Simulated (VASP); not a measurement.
Si, 2 atoms in the cell. The structure is trigonal, space group P-3m1 (No. 164). The conventional cell has a = 2.639 Å, b = 2.639 Å, c = 4.553 Å, α = 90.00°, β = 90.00°, γ = 120.00°. Within 3.3 Å of Si (site symmetry 3m) lie 12 Si at 2.50 to 2.99 Å.  This cell differs from its parent crystal: atoms displaced along a vibrational mode.

```yaml
Program: VASP 6.6.1
Task: single point
Functional: r2SCAN
Potentials_or_basis: VASP PAW PBE potentials, release 64 (Si)
Cutoff: 520 eV
k_mesh: 24 × 24 × 14
Occupations: gaussian, width 0.15 eV
Spin: no spin polarisation
Dipole_correction: no
Further_INCAR_settings: ALGO = Normal; EDIFF = 1e-06; NBANDS = 11
```

Potentials or basis: VASP PAW PBE potentials, release 64 (Si).

Run with:

```console
$ cat potpaw_PBE.64/Si/POTCAR > POTCAR
$ cp INCAR.step1 INCAR
$ mpirun -np 1 vasp_std > vasp.out
$ cp INCAR.step2 INCAR
$ mpirun -np 1 vasp_std > vasp.out
```

Hardware: 1 thread of Intel(R) Xeon(R) Platinum 8488C (Sapphire Rapids), with other jobs on the host.

Problem. Estimate the wall time of this run.

Solution. Run time: 5.7 min on 1 thread of Intel(R) Xeon(R) Platinum 8488C (Sapphire Rapids) (shared host), peak memory 0.29 GiB. Counts: k points 776.
